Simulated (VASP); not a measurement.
Input of a VASP 6.6.1 run:

Contents of INCAR:

```
SYSTEM = TaAs
ALGO = Normal ; EDIFF = 1E-6
ENCUT = 500 ; GGA = PE
GGA_COMPAT = .FALSE. ; ISIF = 2
ISMEAR = 0 ; LASPH = .TRUE.
LCHARG = .FALSE. ; LREAL = .FALSE.
LWAVE = .FALSE. ; NBANDS = 15
NELM = 120 ; PREC = Accurate
SIGMA = 0.2
```

The input KPOINTS:

```
k-points
0
G
  6 6 6
  0 0 0
```

Contents of POSCAR:

```
TaAs
1.0
    3.2181549413      0.0000000000      0.0000000000
    0.0000000000      3.2181549413      0.0000000000
    0.0000000000      0.0000000000      3.2181549413
Ta As
1 1
Direct
    0.5000000000      0.5000000000      0.5000000000
    0.0000000000      0.0000000000      0.0000000000
```

Potentials or basis: VASP PAW PBE potentials, release 64 (Ta_pv, As).

Command:

```sh
$ cat potpaw_PBE.64/Ta_pv/POTCAR potpaw_PBE.64/As/POTCAR > POTCAR
$ mpirun -np 1 vasp_std > vasp.out
```

Q: Predict the band gap on the k mesh.

A: Zero (band 8 reaches 10.62 eV, above the bottom of band 9 at 7.33 eV).

Q: Estimate the pressure.

A: 0.3 GPa.

Caveat: spin-orbit coupling is left out, which moves the levels of the heavy elements.
